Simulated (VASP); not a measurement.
Here is a VASP 6.6.1 calculation.

File POSCAR:

```
MgO
1.0
    0.0000000000      2.2820056624      2.2820056624
    2.2297477327      0.0000000000      2.2820056624
    2.2297477327      2.2820056624      0.0000000000
Mg O
1 1
Direct
    0.0000000000      0.0000000000      0.0000000000
    0.2500000000      0.2500000000      0.2500000000
```

File INCAR.step1:

```
SYSTEM = MgO
PREC     = Accurate       ! precision mode
ENCUT    = 520            ! plane-wave cutoff, eV
ISMEAR   = 0              ! smearing method
SIGMA    = 0.01           ! smearing width, eV
LREAL    = .FALSE.        ! projectors in reciprocal space
LASPH    = .TRUE.         ! aspherical terms in the spheres
NELM     = 60             ! most SCF steps
NBANDS   = 11             ! bands
GGA      = PE             ! functional
ALGO     = Normal         ! electronic algorithm
EDIFF    = 1E-4           ! SCF threshold, eV
LWAVE    = .TRUE.         ! write WAVECAR
LCHARG   = .FALSE.        ! write CHGCAR
```

File INCAR.step2:

```
SYSTEM = MgO
PREC     = Accurate       ! precision mode
ENCUT    = 520            ! plane-wave cutoff, eV
EDIFF    = 1E-6           ! SCF threshold, eV
ISMEAR   = 0              ! smearing method
SIGMA    = 0.01           ! smearing width, eV
LREAL    = .FALSE.        ! projectors in reciprocal space
LASPH    = .TRUE.         ! aspherical terms in the spheres
NELM     = 60             ! most SCF steps
ALGO     = Normal         ! electronic algorithm
ISIF     = 2              ! what is computed and relaxed
LWAVE    = .FALSE.        ! write WAVECAR
LCHARG   = .FALSE.        ! write CHGCAR
METAGGA  = R2SCAN         ! meta-GGA
LMIXTAU  = .TRUE.       
NBANDS   = 11             ! bands
ISTART   = 1
```

The input KPOINTS:

```
Automatic mesh
0
G
  10 10 10
  0 0 0
```

Potentials or basis: VASP PAW PBE potentials, release 64 (Mg, O).

Command:

```sh
$ cat potpaw_PBE.64/Mg/POTCAR potpaw_PBE.64/O/POTCAR > POTCAR
$ cp INCAR.step1 INCAR
$ mpirun -np 1 vasp_std > vasp.out
$ cp INCAR.step2 INCAR
$ mpirun -np 1 vasp_std > vasp.out
```

Predict the band gap on the k mesh.

4.43 eV, direct.

What does it give for the pressure?

2.5 GPa.

Stress tensor (GPa, compression positive):
```
3.07 0.00 0.00
0.00 2.21 0.00
0.00 0.00 2.21
```

Caveat: the cell differs from its parent crystal (uniaxial x strain -2.3%); the PAW data sets were made with another functional, which shifts forces and pressure a little.
